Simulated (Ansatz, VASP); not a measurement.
**CdS in VASP and in Ansatz**

```
Cd S
1.0
     3.34058    0.00000    0.00000
     0.00000    3.34058    0.00000
     0.00000    0.00000    3.34058
Cd S
1 1
Direct
  0.00000 0.00000 0.00000
  0.50000 0.50000 0.50000
```

Change from the starting cell: volume scaled by 0.94, norm-conserving files.

Alike in both runs: task single point; functional PBE; k mesh 14 × 14 × 14; occupations fermi-dirac, width 0.05 eV; no spin polarisation.

|  | VASP | Ansatz |
| --- | --- | --- |
| version | VASP 6.6.1 | Ansatz 0.2.0 |
| potentials or method | VASP PAW PBE potentials, release 64 (Cd, S) | norm-conserving pseudopotentials, scalar-relativistic |
| plane-wave cutoff (eV) | 500 | 1071 |
| valence electrons in the cell | 18 | 26 |

Ansatz gave:

* pressure (GPa): 4.9

Q: What did VASP give for the same quantities?

A: Pressure (GPa): 5.4.

With one functional, cell and mesh, what is left measures potentials, basis and numerics. VASP's potentials hold 18 valence electrons a cell and Ansatz's 26, so a difference there can come from the potentials and not from the codes.
